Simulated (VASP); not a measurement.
Set up this calculation in VASP 6.6.1, as the native input.

```yaml
Task: single point
Functional: PBE
Potentials_or_basis: VASP PAW PBE potentials, release 64 (Nb_sv)
Cutoff: 520 eV
k_mesh: 20 × 20 × 20
Occupations: gaussian, width 0.15 eV
Spin: no spin polarisation
Dipole_correction: no
Further_INCAR_settings: ALGO = Fast; EDIFF = 1e-06; NBANDS = 12
```

The structure of Nb lies in POSCAR:

```
Nb
1.0
    0.0000000000      2.0621250000      2.1150000000
    2.0621250000      0.0000000000      2.1150000000
    2.0621250000      2.0621250000      0.0000000000
Nb
1
Direct
    0.0000000000      0.0000000000      0.0000000000
```

This cell differs from its parent crystal: strain -0.025 along x and y, +0.000 along z.

The input as run:

INCAR

```
SYSTEM = Nb
PREC = Accurate
ENCUT = 520
EDIFF = 1E-6
ISMEAR = 0
SIGMA = 0.15
LREAL = .FALSE.
LASPH = .TRUE.
NELM = 60
ALGO = Fast
ISIF = 2
LWAVE = .FALSE.
LCHARG = .FALSE.
GGA = PE
NBANDS = 12
```

KPOINTS

```
regular mesh
0
G
  20 20 20
  0 0 0
```

Potentials or basis: VASP PAW PBE potentials, release 64 (Nb_sv).

Run with:

```bash
$ cat potpaw_PBE.64/Nb_sv/POTCAR > POTCAR
$ mpirun -np 1 vasp_std > vasp.out
```

It gave:

```yaml
Pressure: 7.0 GPa
Band_gap_on_the_k_mesh: zero (an odd number of electrons rules out a gap without spin polarisation)
```

Caveat: the cell differs from its parent crystal (strain -0.025 along x and y, +0.000 along z); the cell stands under pressure.

It took 2.3 min on 1 thread of Intel(R) Xeon(R) 6975P-C (Granite Rapids), on a shared host, peak memory 0.25 GiB.
